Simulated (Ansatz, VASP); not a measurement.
Hf8CO in VASP and in Ansatz

The input INCAR:

```
SYSTEM = Hf8CO
ALGO = Normal
DIPOL = 0.5 0.5 0.306
EDIFF = 1E-6
ENCUT = 520
GGA = PE
IDIPOL = 3
ISIF = 2
ISMEAR = 0
IVDW = 12
LASPH = .True.
LCHARG = .False.
LDIPOL = .True.
LREAL = .False.
LWAVE = .False.
NBANDS = 56
NELM = 60
PREC = Accurate
SIGMA = 0.1
```

The input KPOINTS:

```
k-points
0
Gamma
  4 6 1
  0 0 0
```

The input POSCAR:

```
Hf8CO
1.0
    6.3423521406      0.0000000000      0.0000000000
    0.0000000000      5.0167614026      0.0000000000
    0.0000000000      0.0000000000     22.2165201410
Hf O C
8 1 1
Direct
    0.0000000000      0.7500000000      0.1800461987
    0.5000000000      0.7500000000      0.1800461987
    0.2500000000      0.2500000000      0.2212515573
    0.7500000000      0.2500000000      0.2212515573
    0.2500000000      0.7500000000      0.2958148764
    0.7500000000      0.7500000000      0.2958148764
    0.0000000000      0.2500000000      0.3360796422
    0.5000000000      0.2500000000      0.3360796422
    0.1250000000      0.5000000000      0.4711142913
    0.1250000000      0.5000000000      0.5228775734
```

Input for Ansatz:

```yaml
crystal:
  lattice:
    - [6.3423521406, 0.0, 0.0]
    - [0.0, 5.0167614026, 0.0]
    - [0.0, 0.0, 22.216520141]
  atoms:
    - { symbol: Hf, position: [0.0, 0.75, 0.1800461987] }
    - { symbol: Hf, position: [0.5, 0.75, 0.1800461987] }
    - { symbol: Hf, position: [0.25, 0.25, 0.2212515573] }
    - { symbol: Hf, position: [0.75, 0.25, 0.2212515573] }
    - { symbol: Hf, position: [0.25, 0.75, 0.2958148764] }
    - { symbol: Hf, position: [0.75, 0.75, 0.2958148764] }
    - { symbol: Hf, position: [0.0, 0.25, 0.3360796422] }
    - { symbol: Hf, position: [0.5, 0.25, 0.3360796422] }
    - { symbol: O, position: [0.125, 0.5, 0.4711142913] }
    - { symbol: C, position: [0.125, 0.5, 0.5228775734] }
basis:
  ecutwfc: 420
kpoints:
  mp_grid: { grid: [4, 6, 1] }
hamiltonian:
  xc: pbe
  dispersion: d3bj
scf:
  occupations: { method: gaussian, width: 0.1 }
output:
  forces: true
  eigenvalues: true
efield:
  axis: 3
  dipole_correction: true
  ramp_width: 0.04
```

Alike in both runs: task single point; functional PBE; dispersion D3(BJ); k mesh 4 × 6 × 1; occupations gaussian, width 0.1 eV; no spin polarisation.

```csv
,VASP,Ansatz
version,VASP 6.6.1,Ansatz 0.2.0
potentials or method,"VASP PAW PBE potentials, release 64 (Hf_pv, O, C), cutoff 520 eV","scalar-relativistic, plane waves, PAW"
valence electrons in the cell,90,218
```

Ansatz gave:

```
gap on the k mesh at the Fermi level (eV) : none
rms of the force components (eV/Å)        : 0.368
```

Q: Estimate VASP's values.

A: gap on the k mesh at the Fermi level (eV): none; rms of the force components (eV/Å): 0.157.

Atom by atom the forces differ by 0.220 eV/Å (rms over components). A gap of «none» marks a metal or a gap that the smearing closes. One of these differences is far larger than is usual between the two programs; its cause wasn't traced. VASP's potentials hold 90 valence electrons a cell and Ansatz's 218, so a difference there can come from the potentials and not from the codes.

Spin-orbit coupling is off throughout. Noted on VASP's run: the standard files for N, O and F lose accuracy on very short bonds.
